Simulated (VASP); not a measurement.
Input of a VASP 6.6.1 run:

INCAR

```
SYSTEM = RbHoBr4
PREC = Accurate
ENCUT = 500
EDIFF = 1E-7
ISMEAR = 0
SIGMA = 0.02
LREAL = .FALSE.
LASPH = .TRUE.
NELM = 200
ALGO = Normal
ISIF = 3
LWAVE = .FALSE.
LCHARG = .FALSE.
GGA = PE
IBRION = 2
NSW = 100
EDIFFG = -0.01
GGA_COMPAT = .FALSE.
NELMIN = 4
LMAXMIX = 6
```

The input KPOINTS:

```
regular mesh
0
G
  6 6 4
  0 0 0
```

Contents of POSCAR:

```
RbHoBr4
1.0
    5.0204277968      0.0000000000      0.0000000000
    0.0000000000      5.0204277968      0.0000000000
    0.0000000000      0.0000000000      8.1966815904
Rb Ho Br
1 1 4
Direct
    0.5000000000      0.5000000000      0.5000000000
    0.0000000000      0.0000000000      0.0000000000
    0.5000000000      0.0000000000      0.7950311787
    0.0000000000      0.5000000000      0.2049688213
    0.5000000000      0.0000000000      0.2049688213
    0.0000000000      0.5000000000      0.7950311787
```

Potentials or basis: VASP PAW PBE potentials, release 64 (Rb_sv, Ho_3, Br), 4f in core.

The run is started by

```bash
$ cat potpaw_PBE.64/Rb_sv/POTCAR potpaw_PBE.64/Ho_3/POTCAR potpaw_PBE.64/Br/POTCAR > POTCAR
$ mpirun -np 1 vasp_std > vasp.out
```

(1) What does it give for the band gap on the k mesh?

(2) Estimate the relaxed cell.

(3) Estimate the relaxed volume.

(4) Predict the space group after relaxing (to 0.1 Å).

Results:

(1) 2.32 eV (least direct gap 2.68 eV).

(2) a = 5.011 Å, b = 5.011 Å, c = 8.222 Å, α = 90.00°, β = 90.00°, γ = 90.00°.

(3) 34.41 Å³/atom.

(4) P4/mmm (No. 123).

Caveat: spin-orbit coupling is left out, which moves the levels of the heavy elements; the 4f electrons are frozen in the core, so they carry no moment and show no levels.
